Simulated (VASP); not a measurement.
# C (Fd-3m) in VASP: vibrations by perturbation theory with LDA

Aim: the vibrations by perturbation theory of C with LDA.

All numbers are computed with VASP 6.6.1; they aren't measurements. Logs are shortened: lines on timing, memory, paths and dates and some standing lists are left out, and cuts for length are marked.

### 1 The cell of the first run

It takes space group Fd-3m (No. 227, cubic). The conventional cell has a = 3.531 Å, b = 3.531 Å, c = 3.531 Å, α = 90.00°, β = 90.00°, γ = 90.00°. C (site symmetry -43m) has 4 C at 1.53 Å within 2.0 Å.

### 2 Vibrations by perturbation theory, LDA

INCAR

```
SYSTEM = C
  ALGO = Normal
  EDIFF = 1E-8
  ENCUT = 520
  IBRION = 8
  ISIF = 2
  ISMEAR = 0
  LASPH = .True.
  LCHARG = .False.
  LEPSILON = .True.
  LREAL = .False.
  LWAVE = .False.
  NELM = 100
  NSW = 1
  PREC = Accurate
  SIGMA = 0.01
```

KPOINTS

```
k-points
0
Gamma
  12 12 12
  0 0 0
```

POSCAR

```
C
1.0
    0.0000000000      1.7657330654      1.7657330654
    1.7657330654      0.0000000000      1.7657330654
    1.7657330654      1.7657330654      0.0000000000
C
2
Direct
    0.5000000000      0.5000000000      0.5000000000
    0.7500000000      0.7500000000      0.7500000000
```

Potentials or basis: VASP PAW LDA potentials, release 64 (C).

Started as:

```
$ cat potpaw_LDA.64/C/POTCAR > POTCAR
$ mpirun -np 1 vasp_std > vasp.out
```

OUTCAR:

```text
SYSTEM = C
   EDIFF = 1E-8
   ENCUT = 520
   IBRION = 8
   ISIF = 2
   ISMEAR = 0
   LASPH = .True.
   LEPSILON = .True.
   LREAL = .False.
   NELM = 100
   NSW = 1
   PREC = Accurate

 ion  position               nearest neighbor table
   1  0.500  0.500  0.500-   2 1.53   2 1.53   2 1.53   2 1.53
   2  0.750  0.750  0.750-   1 1.53   1 1.53   1 1.53   1 1.53

  LATTYP: Found a face centered cubic cell.
 ALAT       =     3.5314661308

  Lattice vectors:

 A1 = (   0.0000000000,   1.7657330654,   1.7657330654)
 A2 = (   1.7657330654,   0.0000000000,   1.7657330654)
 A3 = (   1.7657330654,   1.7657330654,   0.0000000000)

Analysis of symmetry for initial positions (statically):
=====================================================================
 Subroutine PRICEL returns:
 Original cell was already a primitive cell.

 Routine SETGRP: Setting up the symmetry group for a
 face centered cubic supercell.

 Subroutine GETGRP returns: Found 48 space group operations
 (whereof 24 operations were pure point group operations)
 out of a pool of 48 trial point group operations.

The static configuration has the point symmetry T_d .
 The point group associated with its full space group is O_h .

Analysis of symmetry for dynamics (positions and initial velocities):
=====================================================================
 Subroutine PRICEL returns:
 Original cell was already a primitive cell.

 Routine SETGRP: Setting up the symmetry group for a
 face centered cubic supercell.

 Subroutine GETGRP returns: Found 48 space group operations
 (whereof 24 operations were pure point group operations)
 out of a pool of 48 trial point group operations.

The dynamic configuration has the point symmetry T_d .
 The point group associated with its full space group is O_h .

 Subroutine INISYM returns: Found 48 space group operations
 (whereof 24 operations are pure point group operations),
 and found     1 'primitive' translations

----------------------------------------------------------------------------------------

                                     Primitive cell

  volume of cell :      11.0105

  direct lattice vectors                    reciprocal lattice vectors
     0.000000000  1.765733065  1.765733065    -0.283168509  0.283168509  0.283168509
     1.765733065  0.000000000  1.765733065     0.283168509 -0.283168509  0.283168509
     1.765733065  1.765733065  0.000000000     0.283168509  0.283168509 -0.283168509

  length of vectors
     2.497123649  2.497123649  2.497123649     0.490462245  0.490462245  0.490462245

  position of ions in fractional coordinates (direct lattice)
     0.500000000  0.500000000  0.500000000
     0.750000000  0.750000000  0.750000000

  ion indices of the primitive-cell ions
   primitive index   ion index
                 1           1
                 2           2

----------------------------------------------------------------------------------------

 KPOINTS: k-points

Automatic generation of k-mesh.
 Grid dimensions read from file:
 generate k-points for:   12   12   12

 Generating k-lattice:

  Cartesian coordinates                     Fractional coordinates (reciprocal lattice)
    -0.023597376  0.023597376  0.023597376     0.083333333  0.000000000  0.000000000
     0.023597376 -0.023597376  0.023597376     0.000000000  0.083333333  0.000000000
     0.023597376  0.023597376 -0.023597376     0.000000000  0.000000000  0.083333333

  Length of vectors
     0.040871854  0.040871854  0.040871854

  Shift w.r.t. Gamma in fractional coordinates (k-lattice)
     0.000000000  0.000000000  0.000000000

 Subroutine IBZKPT returns following result:
[... 369 lines left out ...]
  in kB       17.3322020     17.3322020     17.3322020      0.0000000      0.0000000      0.0000000
  external PRESSURE =      17.3322020 kB  Pullay stress =       0.0000000 kB

 VOLUME and BASIS-vectors are now :
 -----------------------------------------------------------------------------
  energy-cutoff  :      520.00
  volume of cell :       11.01
      direct lattice vectors                 reciprocal lattice vectors
     0.000000000  1.765733065  1.765733065    -0.283168509  0.283168509  0.283168509
     1.765733065  0.000000000  1.765733065     0.283168509 -0.283168509  0.283168509
     1.765733065  1.765733065  0.000000000     0.283168509  0.283168509 -0.283168509

 POSITION                                       TOTAL-FORCE (eV/Angst)
 -----------------------------------------------------------------------------------
      1.76573      1.76573      1.76573        -0.000000     -0.000000     -0.000000
      2.64860      2.64860      2.64860         0.000000      0.000000      0.000000
 -----------------------------------------------------------------------------------
    total drift:                                0.000000     -0.000000      0.000000

  FREE ENERGIE OF THE ION-ELECTRON SYSTEM (eV)
  ---------------------------------------------------
  free  energy   TOTEN  =       -20.2451795404 eV

  energy  without entropy=      -20.2451795404  energy(sigma->0) =      -20.24517954

 HEAD OF MICROSCOPIC STATIC DIELECTRIC TENSOR (INDEPENDENT PARTICLE, excluding Hartree and local field effects)
 ------------------------------------------------------
           5.938324    -0.000000    -0.000000
           0.000000     5.938324     0.000000
           0.000000     0.000000     5.938324
 ------------------------------------------------------

 Free energy of the ion-electron system (eV)
  ---------------------------------------------------
  ---------------------------------------------------
  free energy    TOTEN  =        -0.15323275 eV

  energy without entropy =       -0.15323275

------------------------ aborting loop because EDIFF is reached ----------------------------------------

--------------------------------------- Ionic step        2  -------------------------------------------

------------------------ aborting loop because EDIFF is reached ----------------------------------------

--------------------------------------- Ionic step        3  -------------------------------------------

------------------------ aborting loop because EDIFF is reached ----------------------------------------

 PIEZOELECTRIC TENSOR FIELD DIRECTION 3  (e Angst)
 -----------------------------------------------------------------------------
    -0.00010  0.00000  0.00000           ( -0.00000  0.00000  0.00000)
     0.00000 -0.00010  0.00000           (  0.00000 -0.00000  0.00000)
     0.00000  0.00000 -0.00023           (  0.00000  0.00000 -0.00001)

 PIEZOELECTRIC TENSOR FIELD DIRECTION 3  (C/m^2)
 -----------------------------------------------------------------------------
    -0.00015  0.00000  0.00000
     0.00000 -0.00015  0.00000
     0.00000  0.00000 -0.00034

--------------------------------------- Ionic step        4  -------------------------------------------

 Free energy of the ion-electron system (eV)
  ---------------------------------------------------
  ---------------------------------------------------
  free energy    TOTEN  =        -0.11142914 eV

  energy without entropy =       -0.11142914

------------------------ aborting loop because EDIFF is reached ----------------------------------------

 INTERNAL STRAIN TENSOR  FOR ION    1  DIRECTION 1   (eV/Angst):
 -----------------------------------------------------------------------------
     0.00513  0.00000  0.00000
     0.00000 -0.00208  4.30077
     0.00000  4.30077 -0.00208

 MACROSCOPIC STATIC DIELECTRIC TENSOR (including local field effects in DFT)
 ------------------------------------------------------
           5.762620     0.000000     0.000000
          -0.000000     5.762620     0.000000
          -0.000000    -0.000000     5.762620
 ------------------------------------------------------

 PIEZOELECTRIC TENSOR (including local field effects)  for field in x, y, z        (e  Angst)
          XX          YY          ZZ          XY          YZ          ZX
  --------------------------------------------------------------------------------
  x     0.00000     0.00000    -0.00000     0.00000     0.00000     0.00000
  y     0.00000     0.00000    -0.00000     0.00000     0.00000    -0.00000
  z     0.00000     0.00000     0.00000    -0.00000     0.00000     0.00000

 PIEZOELECTRIC TENSOR (including local field effects)  for field in x, y, z        (C/m^2)
          XX          YY          ZZ          XY          YZ          ZX
  --------------------------------------------------------------------------------
  x     0.00000     0.00000    -0.00000     0.00000     0.00000     0.00000
  y     0.00000     0.00000    -0.00000     0.00000     0.00000    -0.00000
  z     0.00000     0.00000     0.00000    -0.00000     0.00000     0.00000

 BORN EFFECTIVE CHARGES (including local field effects) (in |e|, cummulative output)
 ---------------------------------------------------------------------------------
 ion    1
    1    -0.00000     0.00000     0.00000
    2     0.00000     0.00000     0.00000
    3     0.00000     0.00000     0.00000
 ion    2
    1     0.00000     0.00000     0.00000
    2     0.00000    -0.00000     0.00000
    3     0.00000    -0.00000    -0.00000

 INTERNAL STRAIN TENSOR FOR ION    2 for displacements in x,y,z  (eV/Angst):
          X           Y           Z          XY          YZ          ZX
  --------------------------------------------------------------------------------
  x    -0.00000     0.00000     0.00000     0.00000    -4.30077     0.00000
  y     0.00000     0.00000     0.00000     0.00000     0.00000    -4.30077
  z     0.00000     0.00000    -0.00000    -4.30077     0.00000     0.00000

 SECOND DERIVATIVES (NOT SYMMETRIZED)
 ------------------------------------
               1X          1Y          1Z          2X          2Y          2Z
  1X   -38.848476    0.000000    0.000000   38.848476    0.000000    0.000000
  1Y     0.000000  -38.848476    0.000000    0.000000   38.848476    0.000000
  1Z     0.000000    0.000000  -38.848476    0.000000    0.000000   38.848476
  2X    38.848476    0.000000    0.000000  -38.848476    0.000000    0.000000
  2Y     0.000000   38.848476    0.000000    0.000000  -38.848476    0.000000
  2Z     0.000000    0.000000   38.848476    0.000000    0.000000  -38.848476

 Eigenvectors and eigenvalues of the dynamical matrix
 ----------------------------------------------------

   1 f  =   39.761534 THz   249.829087 2PiTHz 1326.302013 cm-1   164.440418 meV
             X         Y         Z           dx          dy          dz
      1.765733  1.765733  1.765733     0.000000   -0.707107    0.000000
      2.648600  2.648600  2.648600     0.000000    0.707107    0.000000
[... 21 lines left out ...]
   6 f  =    0.000000 THz     0.000000 2PiTHz    0.000000 cm-1     0.000000 meV
             X         Y         Z           dx          dy          dz
      1.765733  1.765733  1.765733     0.000000    0.000000    0.707107
      2.648600  2.648600  2.648600     0.000000    0.000000    0.707107

--------------------------------------------------------------------------------------------------------

 MACROSCOPIC STATIC DIELECTRIC TENSOR IONIC CONTRIBUTION
 ------------------------------------------------------
           0.000000     0.000000     0.000000
           0.000000     0.000000     0.000000
           0.000000     0.000000     0.000000
 ------------------------------------------------------

 ELASTIC MODULI CONTR FROM IONIC RELAXATION (kBar)
 Direction    XX          YY          ZZ          XY          YZ          ZX
 --------------------------------------------------------------------------------
 XX          -0.0000      0.0000      0.0000      0.0000     -0.0000      0.0000
 YY           0.0000     -0.0000     -0.0000      0.0000      0.0000      0.0000
 ZZ           0.0000     -0.0000     -0.0000     -0.0000      0.0000      0.0000
 XY           0.0000      0.0000     -0.0000    -69.2827      0.0000      0.0000
 YZ          -0.0000      0.0000      0.0000      0.0000    -69.2827      0.0000
 ZX           0.0000      0.0000      0.0000      0.0000      0.0000    -69.2827
 --------------------------------------------------------------------------------

 PIEZOELECTRIC TENSOR IONIC CONTR  for field in x, y, z        (C/m^2)
          XX          YY          ZZ          XY          YZ          ZX
  --------------------------------------------------------------------------------
  x    -0.00000     0.00000     0.00000     0.00000    -0.00000     0.00000
  y    -0.00000    -0.00000    -0.00000     0.00000     0.00000     0.00000
  z    -0.00000    -0.00000     0.00000     0.00000     0.00000     0.00000
```

Run time: 62 s. Hardware: 1 thread of Intel Xeon Platinum 8375C at 2.90GHz (Ice Lake), shared host; peak memory 0.18 GiB.

Results:

```yaml
Electronic_dielectric_tensor_diagonal: 5.76
Born_charges_mean_of_the_diagonal: C +0.00 e
Highest_phonon_frequency_at_Γ: 1326 cm⁻¹
```

Phonon frequencies in cm⁻¹ (negative: imaginary):
```csv
q point,frequencies
"(0.000, 0.000, 0.000)",0 0 0 1326 1326 1326
```

Electronic dielectric tensor:
```
5.76 0.00 0.00
0.00 5.76 0.00
0.00 0.00 5.76
```

Born effective charge tensors (e):
atom 1, C
```
0.00 0.00 0.00
0.00 0.00 0.00
0.00 0.00 0.00
```
atom 2, C
```
0.00 0.00 0.00
0.00 0.00 0.00
0.00 0.00 0.00
```

Caveat: the cell wasn't relaxed at this level first, which shifts response properties.
